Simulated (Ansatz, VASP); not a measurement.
## KI in VASP and in Ansatz

```
CELL_PARAMETERS angstrom
4.35556 0.00000 0.00000
0.00000 4.35556 0.00000
0.00000 0.00000 4.29120
ATOMIC_POSITIONS crystal
K 0.00000 0.00000 0.00000
I 0.50000 0.50000 0.50000
```

Change from the starting cell: strain +0.015 along x and y, +0.000 along z, atoms carried along.

Alike in both runs: task single point; functional PBE; k mesh 6 × 6 × 6; occupations gaussian, width 0.05 eV; no spin polarisation.

```csv
,VASP,Ansatz
version,VASP 6.6.1,Ansatz 0.2.0
potentials or method,"VASP PAW PBE potentials, release 64 (K_sv, I), cutoff 520 eV","scalar-relativistic, plane waves, PAW"
valence electrons in the cell,16,26
```

Ansatz gave:

- gap on the k mesh at the Fermi level (eV): 3.21
- least direct gap on the mesh (eV): 3.53
- pressure (GPa): 0.1
- traceless stress, the component that is largest in VASP (GPa): 0.29

Which values does VASP return?

gap on the k mesh at the Fermi level (eV): 3.20; least direct gap on the mesh (eV): 3.53; pressure (GPa): 0.1; traceless stress, the component that is largest in VASP (GPa): 0.29.

With one functional, cell and mesh, what is left measures potentials, basis and numerics. VASP's potentials hold 16 valence electrons a cell and Ansatz's 26, so a difference there can come from the potentials and not from the codes.

Spin-orbit coupling is off throughout.
